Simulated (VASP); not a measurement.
# MoS2 (C2/m) in VASP: a series of runs

MoS2 is run at these levels: PBEsol+D3(BJ); tasks: single point.

Everything below comes from runs of VASP 6.6.1. Logs are shortened: lines on timing, memory, paths and dates and some standing lists are left out, and cuts for length are marked.

## (1) The cell of the first run

Symmetry: C2/m, No. 12, monoclinic system. Conventional cell: a = 5.334 Å, b = 3.080 Å, c = 19.079 Å, α = 90.00°, β = 98.04°, γ = 90.00°. Within 3.2 Å of Mo (site symmetry m) lie 6 S at 2.40 Å and 6 Mo at 3.08 Å. Mo (site symmetry 2/m) has 6 S at 2.40 Å and 6 Mo at 3.08 Å within 3.2 Å. S (site symmetry m) has 3 Mo at 2.40 Å and 6 S at 3.08 Å within 3.2 Å. S (site symmetry m) has 3 Mo at 2.40 Å and 9 S at 3.08 to 3.13 Å within 3.2 Å. Within 3.2 Å of S (site symmetry m) lie 3 Mo at 2.40 Å and 9 S at 3.08 to 3.13 Å.

## (2) Single point, PBEsol+D3(BJ) (the part above a cut slid along it)

Input file INCAR:

```
SYSTEM = MoS2
PREC = Accurate
ENCUT = 520
EDIFF = 1E-6
ISMEAR = 0
SIGMA = 0.15
LREAL = .False.
LASPH = .True.
NELM = 100
ALGO = Fast
ISIF = 2
LWAVE = .False.
LCHARG = .False.
GGA = PS
IVDW = 12
NBANDS = 49
```

Input file KPOINTS:

```
regular mesh
0
Gamma
  14 14 3
  0 0 0
```

Input file POSCAR:

```
MoS2
1.0
   -3.0798097231      0.0000000000      0.0000000000
   -1.5399048616     -2.6671934590      0.0000000000
   -2.3098572924     -1.3335967295     18.8911508765
Mo S
3 6
Direct
    0.5899655313      0.5899655313      0.1534022707
    0.6164329500     -0.3835670500      0.7671341000
    0.1031992407      0.1031992407      0.4602681854
    0.2404938460      0.2404938460      0.8523456413
    0.7272601367     -0.2727398633      0.5454797266
    0.2140264273      0.2140264273      0.2386138120
    0.4791383446      0.4791383446      0.3750566441
    0.9659046353     -0.0340953647      0.0681907294
   -0.0076279460     -0.0076279460      0.6819225587
```

Potentials or basis: VASP PAW PBE potentials, release 64 (Mo_sv, S).

Run with:

```bash
$ cat potpaw_PBE.64/Mo_sv/POTCAR potpaw_PBE.64/S/POTCAR > POTCAR
$ mpirun -np 1 vasp_std > vasp.out
```

OUTCAR:

```text
SYSTEM = MoS2
   PREC = Accurate
   ENCUT = 520
   EDIFF = 1E-6
   ISMEAR = 0
   LREAL = .False.
   LASPH = .True.
   NELM = 100
   ISIF = 2
   GGA = PS
   IVDW = 12
 IVDW          = 12

 ion  position               nearest neighbor table
   1  0.590  0.590  0.153-   6 2.40   8 2.40   6 2.40   8 2.40   8 2.40   6 2.40
   2  0.616  0.616  0.767-   9 2.40   4 2.40   9 2.40   4 2.40   4 2.40   9 2.40
   3  0.103  0.103  0.460-   5 2.40   5 2.40   5 2.40   7 2.40   7 2.40   7 2.40
   4  0.240  0.240  0.852-   2 2.40   2 2.40   2 2.40
   5  0.727  0.727  0.545-   3 2.40   3 2.40   3 2.40
   6  0.214  0.214  0.239-   1 2.40   1 2.40   1 2.40
   7  0.479  0.479  0.375-   3 2.40   3 2.40   3 2.40
   8  0.966  0.966  0.068-   1 2.40   1 2.40   1 2.40
   9  0.992  0.992  0.682-   2 2.40   2 2.40   2 2.40

  LATTYP: Found a face centered orthorhombic cell.
 ALAT       =     3.0798097231
 B/A-ratio  =     1.7320508076
 C/A-ratio  =    12.2677389678

  Lattice vectors:

 A1 = (  -2.3098572924,  -1.3335967295,  18.8911508765)
 A2 = (  -0.7699524308,   1.3335967295,  18.8911508765)
 A3 = (  -3.0798097231,   0.0000000000,   0.0000000000)

Analysis of symmetry for initial positions (statically):
=====================================================================
 Subroutine PRICEL returns:
 Original cell was already a primitive cell.

 Routine SETGRP: Setting up the symmetry group for a
 face centered orthorhombic supercell.

 Subroutine GETGRP returns: Found  4 space group operations
 (whereof  2 operations were pure point group operations)
 out of a pool of  8 trial point group operations.

The static configuration has the point symmetry C_1h.
 The point group associated with its full space group is C_2h.

Analysis of symmetry for dynamics (positions and initial velocities):
=====================================================================
 Subroutine PRICEL returns:
 Original cell was already a primitive cell.

 Routine SETGRP: Setting up the symmetry group for a
 face centered orthorhombic supercell.

 Subroutine GETGRP returns: Found  4 space group operations
 (whereof  2 operations were pure point group operations)
 out of a pool of  8 trial point group operations.

The dynamic configuration has the point symmetry C_1h.
 The point group associated with its full space group is C_2h.

 Subroutine INISYM returns: Found  4 space group operations
[... 139 lines left out ...]
   ISIF   =      2    stress and relaxation
   ISYM   =      2    0-nonsym 1-usesym 2-fastsym
   POTIM  = 0.5000    time-step for ionic-motion
   TEBEG  =    0.0;   TEEND  =   0.0 temperature during run
   PSTRESS=    0.0 pullay stress
   NELECT =      78.0000    total number of electrons
   NUPDOWN=      -1.0000    fix difference up-down
   EMIN   =  10.00;   EMAX   =-10.00  energy-range for DOS
   EFERMI =   0.00;   METHOD = LEGACY
   ISMEAR =     0;   SIGMA  =   0.15  broadening in eV -4-tet -1-fermi 0-gaus
   EFERMI_NEDOS =   21; number of points for ismear=-14 and -15
   IALGO  =     68    algorithm
   IMIX   =      4    mixing-type and parameters
     AMIX     =   0.40;   BMIX     =  1.00
     AMIX_MAG =   1.60;   BMIX_MAG =  1.00
  volume/ion in A,a.u.               =      17.24       116.36
  Fermi-wavevector in a.u.,A,eV,Ry     =   1.301650  2.459761 23.052238  1.694292
  Thomas-Fermi vector in A             =   2.432769
   LORBIT       =      0    0 simple, 1 ext, 2 COOP (PROOUT), +10 PAW based schemes
   GGA     = PS    functional components
   LHFCALC =     F    Hartree Fock is set to
   AEXX    =    0.0000 exact exchange contribution
   IVDW    =    12    specifies the selected vdW correction
   LEPSILON=     F    determine dielectric tensor
   LRPA    =     F    only Hartree local field effects (RPA)
 non-spin polarized calculation
 RMM-DIIS sequential band-by-band and
 Gauss-broadening in eV      SIGMA  =   0.15
  energy-cutoff  :      520.00
  volume of cell :      155.18
 maximum number of plane-waves:      4206
   NGX = 11   NGY = 11   NGZ = 71

 number of electron      77.9999999 magnetization

 Free energy of the ion-electron system (eV)
  ---------------------------------------------------
  ext. energy  EPLUGINS =         0.00000000
  ---------------------------------------------------
  free energy    TOTEN  =       -67.80101821 eV

  energy without entropy =      -67.78072755  energy(sigma->0) =      -67.79087288

 E-fermi :   7.9987     XC(G=0): -11.0979

 val. band max:        7.9967049194   @ k =  -0.1429   0.1429   0.3333
 cond. band min:       8.0035264706   @ k =  -0.2857   0.3571   0.3333
 fundamental gap:      0.0068215512
 Fermi energy:         7.9987371809

 k-point     1 :       0.0000    0.0000    0.0000
  band No.  band energies     occupation
      1     -53.5219      2.00000
      2     -53.5219      2.00000
      3     -53.4710      2.00000
      4     -27.6964      2.00000
      5     -27.6964      2.00000
      6     -27.6523      2.00000
[... 1237 lines left out ...]
     48      10.9328      0.00000
     49      11.4295      0.00000

 [... further k-points ...]

------------------------ aborting loop because EDIFF is reached ----------------------------------------

 Edisp (eV)   -3.45598

 E8    (eV) :    -2.1716

  FORCE on cell =-STRESS in cart. coord.  units (eV):
  Direction    XX          YY          ZZ          XY          YZ          ZX
  --------------------------------------------------------------------------------------
  -------------------------------------------------------------------------------------
  Total      -0.01721    -0.02237    -0.42762     0.00447     0.00625     0.01082
  in kB      -0.17772    -0.23097    -4.41504     0.04612     0.06449     0.11171
  external pressure =       -1.61 kB  Pullay stress =        0.00 kB

 VOLUME and BASIS-vectors are now :
 -----------------------------------------------------------------------------
  energy-cutoff  :      520.00
  volume of cell :      155.18
      direct lattice vectors                 reciprocal lattice vectors
    -3.079809723  0.000000000  0.000000000    -0.324695384  0.187462967 -0.026467419
    -1.539904862 -2.667193459  0.000000000     0.000000000 -0.374925934 -0.026467419
    -2.309857292 -1.333596729 18.891150876     0.000000000  0.000000000  0.052934837

 POSITION                                       TOTAL-FORCE (eV/Angst)
 -----------------------------------------------------------------------------------
     -3.07981     -1.77813      2.89795         0.001491      0.000861     -0.085985
     -4.61971     -2.66719     14.49205        -0.001491     -0.000861      0.085985
     -1.53990     -0.88906      8.69500         0.000000     -0.000000      0.000000
     -3.07981     -1.77813     16.10179        -0.000505     -0.000292      0.138915
     -4.61971     -2.66719     10.30474        -0.000066     -0.000038      0.018853
     -1.53990     -0.88906      4.50769        -0.000165     -0.000096      0.082054
     -3.07981     -1.77813      7.08525         0.000066      0.000038     -0.018853
     -4.61971     -2.66719      1.28820         0.000505      0.000292     -0.138915
     -6.15962     -3.55626     12.88230         0.000165      0.000096     -0.082054
 -----------------------------------------------------------------------------------
    total drift:                                0.000001      0.000001      0.000003

  FREE ENERGIE OF THE ION-ELECTRON SYSTEM (eV)
  ---------------------------------------------------
  free  energy   TOTEN  =       -71.2569934322 eV

  energy  without entropy=      -71.2367027704  energy(sigma->0) =      -71.24684810
```

OSZICAR:

```text
N       E                     dE             d eps       ncg     rms          rms(c)
DAV:   1     0.712772314681E+03    0.71277E+03   -0.43705E+04 17204   0.152E+03
DAV:   2    -0.298822860814E+02   -0.74265E+03   -0.71876E+03 18911   0.398E+02
DAV:   3    -0.708673548712E+02   -0.40985E+02   -0.39611E+02 19880   0.835E+01
DAV:   4    -0.719665408729E+02   -0.10992E+01   -0.10898E+01 19391   0.133E+01
DAV:   5    -0.719991660272E+02   -0.32625E-01   -0.32584E-01 20735   0.217E+00    0.453E+01
RMM:   6    -0.689987450287E+02    0.30004E+01   -0.20474E+01 16648   0.178E+01    0.157E+01
RMM:   7    -0.683491610515E+02    0.64958E+00   -0.57475E+00 16091   0.900E+00    0.114E+01
RMM:   8    -0.678042851889E+02    0.54488E+00   -0.23026E+00 16643   0.668E+00    0.208E+00
RMM:   9    -0.678156179827E+02   -0.11333E-01   -0.36986E-01 20250   0.240E+00    0.113E+00
RMM:  10    -0.678074517421E+02    0.81662E-02   -0.76824E-02 20926   0.921E-01    0.857E-01
RMM:  11    -0.678009290862E+02    0.65227E-02   -0.29319E-02 17583   0.740E-01    0.215E-01
RMM:  12    -0.678010599830E+02   -0.13090E-03   -0.50049E-03 18938   0.350E-01    0.160E-01
RMM:  13    -0.678009732401E+02    0.86743E-04   -0.18239E-03 21011   0.143E-01    0.308E-02
RMM:  14    -0.678010165739E+02   -0.43334E-04   -0.44612E-04 21246   0.667E-02    0.396E-02
RMM:  15    -0.678010146703E+02    0.19036E-05   -0.86839E-05 20199   0.334E-02    0.160E-02
RMM:  16    -0.678010182778E+02   -0.36075E-05   -0.32281E-05 19641   0.169E-02    0.707E-03
RMM:  17    -0.678010190202E+02   -0.74245E-06   -0.17386E-05 17119   0.117E-02    0.112E-02
RMM:  18    -0.678010182126E+02    0.80758E-06   -0.49042E-06 16026   0.757E-03
   1 F= -.71256993E+02 E0= -.71246848E+02  d E =-.202907E-01
```

stdout:

```text
POSCAR found type information on POSCAR MoS
 POSCAR found :  2 types and       9 ions
 scaLAPACK will be used
 -----------------------------------------------------------------------------
|                                                                             |
|                                                                             |
[... 21 lines left out ...]
|     Results are often still useful ...                                      |
|                                                                             |
 -----------------------------------------------------------------------------

 POSCAR, INCAR and KPOINTS ok, starting setup
 FFT: planning ... GRIDC
 FFT: planning ... GRID_SOFT
 FFT: planning ... GRID
 WAVECAR not read
 entering main loop
```

It took 52 min on 1 thread of AMD EPYC 9755, shared host; peak memory 0.87 GiB.

What came out:

| Property | Result |
| --- | --- |
| Free energy | -71.2570 eV |
| Pressure | -0.2 GPa |
| Largest force | 0.139 eV/Å |
| Band gap on the k mesh | zero (bands 39 and 40 overlap by 0.46 eV) |
| Dispersion energy per atom | -0.384 eV |

Forces on the atoms (eV/Å):
```
Mo   0.001  0.001 -0.086
Mo  -0.001 -0.001  0.086
Mo   0.000  0.000  0.000
S   -0.001  0.000  0.139
S    0.000  0.000  0.019
S    0.000  0.000  0.082
S    0.000  0.000 -0.019
S    0.001  0.000 -0.139
S    0.000  0.000 -0.082
```

Stress tensor (GPa, compression positive):
```
-0.02  0.00  0.01
 0.00 -0.02  0.01
 0.01  0.01 -0.44
```

Caveat: the cell differs from its parent crystal (the part above a cut slid along it); the PAW data sets were made with another functional, which shifts forces and pressure a little.

(Part 1 of 2 ends here.)

The gap in the log of VASP goes by the Fermi energy; the results here count the filled bands.